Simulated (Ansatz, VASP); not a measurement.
# Cr: VASP beside Ansatz

```
Cr
1.0
     0.00000    2.52301    2.52301
     2.52301    0.00000    2.52301
     2.52301    2.52301    0.00000
Cr
2
Direct
  0.00000 0.00000 0.00000
  0.50000 0.50000 0.50000
```

Alike in both runs: task single point; functional r2SCAN; k mesh 6 × 6 × 6; occupations fermi-dirac, width 0.1 eV; collinear spin.

|  | VASP | Ansatz |
| --- | --- | --- |
| version | VASP 6.6.1 | Ansatz 0.2.0 |
| potentials or method | VASP PAW PBE potentials, release 64 (Cr_pv), cutoff 520 eV | plane waves (500 eV) with PAW, scalar-relativistic |
| valence electrons in the cell | 24 | 28 |

```csv
,VASP,Ansatz,Ansatz less VASP
net moment per atom (μB),0.00,0.00,0.000
size of the moment on the site where the two differ most (μB),3.41,3.17,-0.236
```

VASP's potentials were made for PBE, not for r2SCAN. Site moments also hang on the region over which each program counts them. VASP's potentials hold 24 valence electrons a cell and Ansatz's 28, so a difference there can come from the potentials and not from the codes. Ansatz's warnings: stability check not made.
